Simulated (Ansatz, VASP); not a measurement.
**LiF: VASP beside Ansatz**

```
Li F
1.0
     2.55953    0.00000    0.00000
     0.00000    2.55953    0.00000
     0.00000    0.00000    2.76430
Li F
1 1
Direct
  0.00000 0.00000 0.00000
  0.50000 0.50000 0.50000
```

Change from the starting cell: strain +0.000 along x and y, +0.080 along z, atoms carried along.

Alike in both runs: task single point; functional r2SCAN; k mesh 10 × 10 × 10; occupations gaussian, width 0.05 eV; no spin polarisation.

|  | VASP | Ansatz |
| --- | --- | --- |
| version | VASP 6.6.1 | Ansatz 0.2.0 |
| potentials or method | VASP PAW PBE potentials, release 64 (Li_sv, F), cutoff 520 eV | scalar-relativistic, plane waves, PAW |
| valence electrons in the cell | 10 | 10 |

Ansatz gave:

- gap on the k mesh at the Fermi level (eV): 7.57
- least direct gap on the mesh (eV): 8.10

**Question.** What did VASP give for the same quantities?

**Answer.** gap on the k mesh at the Fermi level (eV): 7.71; least direct gap on the mesh (eV): 8.24.

VASP's potentials were made for PBE, not for r2SCAN.

Noted on VASP's run: the cutoff is under 1.25 times that of the potentials, so the pressure is a little rough.
